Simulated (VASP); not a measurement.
# Na (I4/mmm) in VASP: a series of runs

The runs below take Na through single point, with LDA.

All numbers are computed with VASP 6.6.1; they aren't measurements. Logs are shortened: lines on timing, memory, paths and dates and some standing lists are left out, and cuts for length are marked.

## Step 1: The cell of the first run

Symmetry: I4/mmm, No. 139, tetragonal system. The conventional cell has a = 4.354 Å, b = 4.354 Å, c = 4.006 Å, α = 90.00°, β = 90.00°, γ = 90.00°. Within 4.8 Å of Na (site symmetry 4/mmm) lie 14 Na at 3.67 to 4.35 Å.

## Step 2: Single point, LDA

File INCAR:

```
PREC = Accurate ; ENCUT = 520
EDIFF = 1E-6 ; ISMEAR = 0
SIGMA = 0.15 ; LREAL = F
LASPH = T ; NELM = 60
ALGO = Fast ; ISIF = 2
LWAVE = F ; LCHARG = F
GGA = CA ; NBANDS = 10
```

File KPOINTS:

```
regular mesh
0
Gamma
  18 18 18
```

File POSCAR:

```
Na
1.0
   -2.1771790328      2.1771790328      2.0030047102
    2.1771790328     -2.1771790328      2.0030047102
    2.1771790328      2.1771790328     -2.0030047102
Na
1
Direct
    0.0000000000      0.0000000000      0.0000000000
```

Potentials or basis: VASP PAW LDA potentials, release 64 (Na_pv).

Launch:

```console
cat potpaw_LDA.64/Na_pv/POTCAR > POTCAR
mpirun -np 1 vasp_std > vasp.out
```

OUTCAR:

```text
PREC = Accurate
   ENCUT = 520
   EDIFF = 1E-6
   ISMEAR = 0
   LREAL = F
   LASPH = T
   NELM = 60
   ISIF = 2
   GGA = CA

 ion  position               nearest neighbor table
   1  0.000  0.000  0.000-

  LATTYP: Found a body centered tetragonal cell.
 ALAT       =     4.3543580656
 C/A-ratio  =     0.9200000000

  Lattice vectors:

 A1 = (  -2.1771790328,   2.1771790328,   2.0030047102)
 A2 = (   2.1771790328,  -2.1771790328,   2.0030047102)
 A3 = (   2.1771790328,   2.1771790328,  -2.0030047102)

Analysis of symmetry for initial positions (statically):
=====================================================================
 Subroutine PRICEL returns:
 Original cell was already a primitive cell.

 Routine SETGRP: Setting up the symmetry group for a
 body centered tetragonal supercell.

 Subroutine GETGRP returns: Found 16 space group operations
 (whereof 16 operations were pure point group operations)
 out of a pool of 16 trial point group operations.

The static configuration has the point symmetry D_4h.

Analysis of symmetry for dynamics (positions and initial velocities):
=====================================================================
 Subroutine PRICEL returns:
 Original cell was already a primitive cell.

 Routine SETGRP: Setting up the symmetry group for a
 body centered tetragonal supercell.

 Subroutine GETGRP returns: Found 16 space group operations
 (whereof 16 operations were pure point group operations)
 out of a pool of 16 trial point group operations.

The dynamic configuration has the point symmetry D_4h.

 Subroutine INISYM returns: Found 16 space group operations
 (whereof 16 operations are pure point group operations),
 and found     1 'primitive' translations

----------------------------------------------------------------------------------------

                                     Primitive cell

  volume of cell :      37.9778

  direct lattice vectors                    reciprocal lattice vectors
    -2.177179033  2.177179033  2.003004710     0.000000000  0.229654977  0.249624975
     2.177179033 -2.177179033  2.003004710     0.229654977  0.000000000  0.249624975
     2.177179033  2.177179033 -2.003004710     0.229654977  0.229654977  0.000000000

  length of vectors
     3.673179134  3.673179134  3.673179134     0.339196162  0.339196162  0.324781183

  position of ions in fractional coordinates (direct lattice)
     0.000000000  0.000000000  0.000000000

  ion indices of the primitive-cell ions
   primitive index   ion index
                 1           1

----------------------------------------------------------------------------------------

 KPOINTS: regular mesh

Automatic generation of k-mesh.
 Grid dimensions read from file:
 generate k-points for:   18   18   18

 Generating k-lattice:

  Cartesian coordinates                     Fractional coordinates (reciprocal lattice)
     0.000000000  0.012758610  0.013868054     0.055555556 -0.000000000  0.000000000
     0.012758610  0.000000000  0.013868054    -0.000000000  0.055555556  0.000000000
     0.012758610  0.012758610  0.000000000     0.000000000  0.000000000  0.055555556

  Length of vectors
     0.018844231  0.018844231  0.018043399

  Shift w.r.t. Gamma in fractional coordinates (k-lattice)
     0.000000000  0.000000000  0.000000000

 Subroutine IBZKPT returns following result:
 ===========================================

 Found    480 irreducible k-points:

 Following reciprocal coordinates:
            Coordinates               Weight
  0.000000  0.000000  0.000000      1.000000
  0.055556 -0.000000  0.000000      8.000000
  0.111111 -0.000000  0.000000      8.000000
  0.166667 -0.000000  0.000000      8.000000
  0.222222 -0.000000  0.000000      8.000000
  0.277778 -0.000000  0.000000      8.000000
[... 16 lines left out ...]
 -0.277778  0.055556 -0.000000     16.000000
 -0.222222  0.055556 -0.000000     16.000000
 [... further k-points ...]
   k-points           NKPTS =    480   k-points in BZ     NKDIM =    480   number of bands    NBANDS=     10
   number of dos      NEDOS =    301   number of ions     NIONS =      1
   total plane-waves  NPLWV =  21952
   dimension x,y,z NGX =    28 NGY =   28 NGZ =   28
   dimension x,y,z NGXF=    56 NGYF=   56 NGZF=   56
   ions per type =               1
   NGX,Y,Z   is equivalent  to a cutoff of  12.67, 12.67, 12.67 a.u.
   NGXF,Y,Z  is equivalent  to a cutoff of  25.35, 25.35, 25.35 a.u.
 SYSTEM =  unknown system
   PREC   = accura    normal or accurate (medium, high low for compatibility)
   ISTART =      0    job   : 0-new  1-cont  2-samecut
   ICHARG =      2    charge: 1-file 2-atom 10-const
   ISPIN  =      1    spin polarized calculation?
   LNONCOLLINEAR =      F non collinear calculations
   LSORBIT =      F    spin-orbit coupling
   LASPH  =      T    aspherical Exc in radial PAW
   ENCUT  =  520.0 eV  38.22 Ry    6.18 a.u.   6.83  6.83  6.83*2*pi/ulx,y,z
   NELM   =     60;   NELMIN=  2; NELMDL= -5     # of ELM steps
   EDIFF  = 0.1E-05   stopping-criterion for ELM
   LREAL  =      F    real-space projection
   EDIFFG = 0.1E-04   stopping-criterion for IOM
   NSW    =      0    number of steps for IOM
   IBRION =     -1    ionic relax: 0-MD 1-quasi-New 2-CG
   NFREE  =      0    steps in history (QN), initial steepest desc. (CG)
   ISIF   =      2    stress and relaxation
   ISYM   =      2    0-nonsym 1-usesym 2-fastsym
   POTIM  = 0.5000    time-step for ionic-motion
   TEBEG  =    0.0;   TEEND  =   0.0 temperature during run
   PSTRESS=    0.0 pullay stress
   NELECT =       7.0000    total number of electrons
   NUPDOWN=      -1.0000    fix difference up-down
   EMIN   =  10.00;   EMAX   =-10.00  energy-range for DOS
   EFERMI =   0.00;   METHOD = LEGACY
   ISMEAR =     0;   SIGMA  =   0.15  broadening in eV -4-tet -1-fermi 0-gaus
   EFERMI_NEDOS =   21; number of points for ismear=-14 and -15
   IALGO  =     68    algorithm
   IMIX   =      4    mixing-type and parameters
     AMIX     =   0.40;   BMIX     =  1.00
     AMIX_MAG =   1.60;   BMIX_MAG =  1.00
  volume/ion in A,a.u.               =      37.98       256.29
  Fermi-wavevector in a.u.,A,eV,Ry     =   0.931674  1.760609 11.810087  0.868017
  Thomas-Fermi vector in A             =   2.058192
   LORBIT       =      0    0 simple, 1 ext, 2 COOP (PROOUT), +10 PAW based schemes
   GGA     = CA    functional components
   LHFCALC =     F    Hartree Fock is set to
   AEXX    =    0.0000 exact exchange contribution
   IVDW    =     0    specifies the selected vdW correction
   LEPSILON=     F    determine dielectric tensor
   LRPA    =     F    only Hartree local field effects (RPA)
 non-spin polarized calculation
 RMM-DIIS sequential band-by-band and
 Gauss-broadening in eV      SIGMA  =   0.15
  energy-cutoff  :      520.00
  volume of cell :       37.98
 maximum number of plane-waves:      1044
   NGX = 13   NGY = 13   NGZ = 13

 number of electron       6.9999993 magnetization

 Free energy of the ion-electron system (eV)
  ---------------------------------------------------
  ext. energy  EPLUGINS =         0.00000000
  ---------------------------------------------------
  free energy    TOTEN  =        -1.44092641 eV

  energy without entropy =       -1.43600508  energy(sigma->0) =       -1.43846575

 E-fermi :   0.0906     XC(G=0):  -6.6606

 val. band max:        0.0759902983   @ k =   0.5000   0.1111   0.0556
 cond. band min:       0.0967357973   @ k =  -0.2222   0.3889   0.2222
 fundamental gap:      0.0207454990
 Fermi energy:         0.0905845462

 k-point     1 :       0.0000    0.0000    0.0000
  band No.  band energies     occupation
      1     -24.8695      2.00000
      2     -24.8691      2.00000
      3     -24.8691      2.00000
      4      -3.1375      2.00000
      5      10.7929      0.00000
      6      12.0525      0.00000
      7      12.0616      0.00000
      8      12.0616      0.00000
      9      12.3842      0.00000
     10      12.3843      0.00000

 k-point     2 :       0.0556   -0.0000    0.0000
  band No.  band energies     occupation
      1     -24.8703      2.00000
      2     -24.8694      2.00000
      3     -24.8692      2.00000
      4      -3.0823      2.00000
      5      10.5025      0.00000
      6      11.1831      0.00000
      7      11.6279      0.00000
      8      11.6835      0.00000
      9      12.7320      0.00000
     10      12.8141      0.00000

 k-point     3 :       0.1111   -0.0000    0.0000
  band No.  band energies     occupation
      1     -24.8732      2.00000
      2     -24.8704      2.00000
      3     -24.8694      2.00000
      4      -2.9170      2.00000
      5       9.7809      0.00000
      6       9.9731      0.00000
      7      11.0019      0.00000
      8      11.0348      0.00000
      9      12.2453      0.00000
     10      13.2658      0.00000

 k-point     4 :       0.1667   -0.0000    0.0000
  band No.  band energies     occupation
      1     -24.8777      2.00000
      2     -24.8720      2.00000
      3     -24.8695      2.00000
      4      -2.6426      2.00000
      5       8.3380      0.00000
      6       9.4482      0.00000
      7      10.4102      0.00000
      8      10.4375      0.00000
      9      11.7634      0.00000
     10      13.5441      0.00000
[... 222 lines left out ...]
 k-point    22 :      -0.3333    0.0556   -0.0000
  band No.  band energies     occupation
      1     -24.8915      2.00000
      2     -24.8771      2.00000
      3     -24.8703      2.00000
      4      -1.4788      2.00000
      5       5.0781      0.00000
      6       7.6840      0.00000
      7       9.2403      0.00000
      8       9.6531      0.00000
      9      11.3525      0.00000
     10      14.8955      0.00000

 k-point    23 :      -0.2778    0.0556   -0.0000
  band No.  band energies     occupation
      1     -24.8861      2.00000
      2     -24.8750      2.00000
      3     -24.8700      2.00000
      4      -2.0125      2.00000
      5       6.3497      0.00000
      6       8.0247      0.00000
      7       9.6462      0.00000
      8      10.0066      0.00000
      9      11.7643      0.00000
     10      14.2689      0.00000

 k-point    24 :      -0.2222    0.0556   -0.0000
  band No.  band energies     occupation
      1     -24.8806      2.00000
      2     -24.8729      2.00000
      3     -24.8698      2.00000
      4      -2.4423      2.00000
      5       7.6744      0.00000
      6       8.4801      0.00000
      7      10.1229      0.00000
      8      10.4617      0.00000
      9      12.2229      0.00000
     10      13.7383      0.00000

 [... further k-points ...]
[... 5 lines left out ...]
  --------------------------------------------------------------------------------------
  -------------------------------------------------------------------------------------
  Total       -0.2716753     -0.2716753     -0.2303644      0.0000000     -0.0000000      0.0000000
  in kB      -11.4612103    -11.4612103     -9.7184192      0.0000000     -0.0000000      0.0000000
  external PRESSURE =     -10.8802799 kB  Pullay stress =       0.0000000 kB

 VOLUME and BASIS-vectors are now :
 -----------------------------------------------------------------------------
  energy-cutoff  :      520.00
  volume of cell :       37.98
      direct lattice vectors                 reciprocal lattice vectors
    -2.177179033  2.177179033  2.003004710     0.000000000  0.229654977  0.249624975
     2.177179033 -2.177179033  2.003004710     0.229654977  0.000000000  0.249624975
     2.177179033  2.177179033 -2.003004710     0.229654977  0.229654977  0.000000000

 POSITION                                       TOTAL-FORCE (eV/Angst)
 -----------------------------------------------------------------------------------
      0.00000      0.00000      0.00000         0.000000     -0.000000      0.000000
 -----------------------------------------------------------------------------------
    total drift:                               -0.000000     -0.000000     -0.000000

  FREE ENERGIE OF THE ION-ELECTRON SYSTEM (eV)
  ---------------------------------------------------
  free  energy   TOTEN  =        -1.4409264145 eV

  energy  without entropy=       -1.4360050801  energy(sigma->0) =       -1.43846575
```

Run time: 47 s. Hardware: 1 thread of Intel Xeon 6975P-C (Granite Rapids), shared host; peak memory 0.24 GiB.

Results:

```yaml
Free_energy: -1.4409 eV
Pressure: -1.1 GPa
```

(Continued in part 2 of 2.)
